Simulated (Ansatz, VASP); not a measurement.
One calculation of Pd, two programs

Contents of INCAR:

```
PREC = Accurate ; ENCUT = 520
EDIFF = 1E-6 ; ISMEAR = -1
SIGMA = 0.03 ; LREAL = F
LASPH = T ; NELM = 60
ALGO = Normal ; ISIF = 2
LWAVE = F ; LCHARG = T
GGA = PE ; LELF = T
LVHAR = T ; NBANDS = 11
```

Contents of KPOINTS:

```
Automatic mesh
0
Gamma
  13 13 13
```

File POSCAR:

```
Pd
1.0
    2.5776070080      0.0000000000      0.0000000000
    0.0000000000      2.5776070080      0.0000000000
    0.0000000000      0.0000000000      2.5776070080
Pd
1
Direct
    0.0000000000      0.0000000000      0.0000000000
```

Input for Ansatz:

```yaml
crystal:
  lattice:
    - [2.577607008, 0.0, 0.0]
    - [0.0, 2.577607008, 0.0]
    - [0.0, 0.0, 2.577607008]
  atoms:
    - { symbol: Pd, position: [0.0, 0.0, 0.0] }
kpoints:
  mp_grid: { grid: [13, 13, 13] }
scf:
  occupations: { method: fermi_dirac, width: 0.03 }
hamiltonian:
  xc: pbe
  pseudopotentials: { kind: all_electron, lapw: { basis_error: 0.001 } }
output:
  forces: true
  stress: true
  eigenvalues: true
```

Change from the starting cell: volume scaled by 0.96.

Alike in both runs: task single point; functional PBE; k mesh 13 × 13 × 13; occupations fermi-dirac, width 0.03 eV; no spin polarisation.

|  | VASP | Ansatz |
| --- | --- | --- |
| version | VASP 6.6.1 | Ansatz 0.2.0 |
| potentials or method | VASP PAW PBE potentials, release 64 (Pd), cutoff 520 eV | all-electron LAPW, scalar-relativistic |

```csv
,VASP,Ansatz,Ansatz less VASP
pressure (GPa),5.1,5.5,+0.35
```

Ansatz ran all-electron here, and VASP with PAW potentials.
